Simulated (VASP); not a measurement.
**Ta: single point with r2SCAN**

The system is Ta.

```
Ta
1.0
     2.95104    0.00000    0.00000
    -1.47552    2.55568    0.00000
     0.00000    0.00000    5.25653
Ta
2
Direct
  0.66667 0.33333 0.75000
  0.33333 0.66667 0.25000
```

This isn't the form of Ta at room conditions, which is bcc.

| Quantity | Value |
| --- | --- |
| Program | VASP 6.6.1 |
| Task | single point |
| Functional | r2SCAN |
| Potentials or basis | VASP PAW PBE potentials, release 64 (Ta_pv) |
| Cutoff | 520 eV |
| k mesh | 11 × 11 × 6 |
| Occupations | methfessel-paxton, width 0.1 eV |
| Spin | no spin polarisation |
| Dipole correction | no |
| Further INCAR settings | ALGO = Normal; EDIFF = 1e-06; NBANDS = 18 |

```yaml
Pressure: -12.1 GPa
Band_gap_on_the_k_mesh: zero (bands 11 and 12 overlap by 1.92 eV)
```

Stress tensor (GPa, compression positive):
```
-12.49   0.00   0.00
  0.00 -12.49   0.00
  0.00   0.00 -11.24
```

Levels at points of the mesh, in eV from the Fermi level:
```
           k point  band 9  band 10  band 11  band 12  band 13  band 14
(0.00, 0.00, 0.00)   -0.54    -0.51     0.68     0.68     1.22     1.22
(0.00, 0.00, 0.50)   -1.24    -1.24     0.73     0.73     0.73     0.73
```

It took 4.2 min on 1 thread of Intel Xeon 8259CL, on a shared host, peak memory 0.19 GiB.

Caveat: the cell stands under tension; the PAW data sets were made with another functional, which shifts forces and pressure a little; spin-orbit coupling is left out, which moves the levels of the heavy elements.
